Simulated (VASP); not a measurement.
GaN, 16 atoms in the cell. The cell holds a slab with vacuum, 16 atoms: a = 3.218 Å, b = 5.243 Å, c = 24.291 Å, α = 90.00°, β = 90.00°, γ = 90.00°. 

```yaml
Program: VASP 6.6.1
Task: single point
Functional: PBE
Potentials_or_basis: VASP PAW PBE potentials, release 64 (Ga_d, N)
Cutoff: 520 eV
k_mesh: 8 × 5 × 1
Occupations: gaussian, width 0.05 eV
Spin: no spin polarisation
Dipole_correction: yes
Further_INCAR_settings: LREAL = Auto; ALGO = Normal; EDIFF = 1e-06; NBANDS = 86
```

Potentials or basis: VASP PAW PBE potentials, release 64 (Ga_d, N).

Run with:

```console
$ cat potpaw_PBE.64/Ga_d/POTCAR potpaw_PBE.64/N/POTCAR > POTCAR
$ mpirun -np 1 vasp_std > vasp.out
```

Hardware: 1 thread of Intel(R) Xeon(R) Platinum 8259CL CPU @ 2.50GHz (Skylake/Cascade Lake) (shared host).

Problem. Estimate the wall time of this run.

Solution. Run time: 23 min on 1 thread of Intel(R) Xeon(R) Platinum 8259CL CPU @ 2.50GHz (Skylake/Cascade Lake) (shared host), peak memory 0.62 GiB. Counts: scf iterations 27, k points 15.
